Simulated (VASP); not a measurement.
Wanted: the native input for a VASP 6.6.1 run.

| Quantity | Value |
| --- | --- |
| Task | single point |
| Functional | PBE |
| Potentials or basis | VASP PAW PBE potentials, release 64 (Na_pv) |
| Cutoff | 520 eV |
| k mesh | 6 × 6 × 1 |
| Occupations | gaussian, width 0.1 eV |
| Spin | no spin polarisation |
| Dipole correction | no |
| Further INCAR settings | ALGO = Fast; EDIFF = 1e-06; NBANDS = 38 |

The structure of Na lies in POSCAR:

```
Na
1.0
    3.3387137500      0.0000000000      0.0000000000
   -1.6693568800      2.8914109300      0.0000000000
    0.0000000000      0.0000000000     20.7796913300
Na
8
Direct
    0.3333333300      0.6666666700      0.7500000000
    0.6666666700      0.3333333300      0.8750000000
    0.0000000000      0.0000000000      0.0000000000
    0.3333333300      0.6666666700      0.1250000000
    0.6666666700      0.3333333300      0.2500000000
    0.3333333300      0.6666666700      0.3750000000
    0.0000000000      0.0000000000      0.5000000000
    0.6666666700      0.3333333300      0.6250000000
```

The cell was generated, and may not be a known phase.

One way to write it, as run:

INCAR

```
SYSTEM = Na
PREC = Accurate
ENCUT = 520
EDIFF = 1E-6
ISMEAR = 0
SIGMA = 0.1
LREAL = .FALSE.
LASPH = .TRUE.
NELM = 100
ALGO = Fast
ISIF = 2
LWAVE = .FALSE.
LCHARG = .TRUE.
GGA = PE
LELF = .TRUE.
LVHAR = .TRUE.
NBANDS = 38
```

KPOINTS

```
regular mesh
0
G
  6 6 1
  0 0 0
```

Potentials or basis: VASP PAW PBE potentials, release 64 (Na_pv).

Run with:

```sh
$ cat potpaw_PBE.64/Na_pv/POTCAR > POTCAR
$ mpirun -np 1 vasp_std > vasp.out
```

It gave:

```json
{
 "Pressure": "6.2 GPa",
 "Band gap on the k mesh": "zero (bands 28 and 29 overlap by 4.35 eV)"
}
```

Caveat: the k points lie up to 0.36 Å⁻¹ apart, too coarse for converged energies and pressures of a metal.

Run time: 2.7 min on 1 thread of Intel Xeon 8259CL, on a shared host, peak memory 0.32 GiB.
